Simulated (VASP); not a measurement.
SrO, 2 atoms in the cell. It takes space group R3m (No. 160, trigonal). The conventional cell has a = 3.581 Å, b = 3.581 Å, c = 8.772 Å, α = 90.00°, β = 90.00°, γ = 120.00°. Sr (site symmetry 3m) has 6 O at 2.52 to 2.54 Å within 3.3 Å. Within 3.3 Å of O (site symmetry 3m) lie 6 Sr at 2.52 to 2.54 Å.  This cell differs from its parent crystal: atom 1 moved by [0.01, 0.01, 0.01] A.

| Item | Value |
| --- | --- |
| Program | VASP 6.6.1 |
| Task | single point |
| Functional | LDA |
| Potentials or basis | VASP PAW LDA potentials, release 64 (Sr_sv, O) |
| Cutoff | 520 eV |
| k mesh | 8 × 8 × 8 |
| Occupations | gaussian, width 0.01 eV |
| Spin | no spin polarisation |
| Dipole correction | no |
| Further INCAR settings | ALGO = Normal; EDIFF = 1e-06; NBANDS = 15 |

Potentials or basis: VASP PAW LDA potentials, release 64 (Sr_sv, O).

Command:

```console
$ cat potpaw_LDA.64/Sr_sv/POTCAR potpaw_LDA.64/O/POTCAR > POTCAR
$ mpirun -np 1 vasp_std > vasp.out
```

Hardware: 1 thread of AMD EPYC 9R45 96-Core Processor (Zen 5) (shared host).

Estimate the wall time of this run.

Run time: 16 s on 1 thread of AMD EPYC 9R45 96-Core Processor (Zen 5) (shared host), peak memory 0.13 GiB. Counts: scf iterations 13, k points 65.
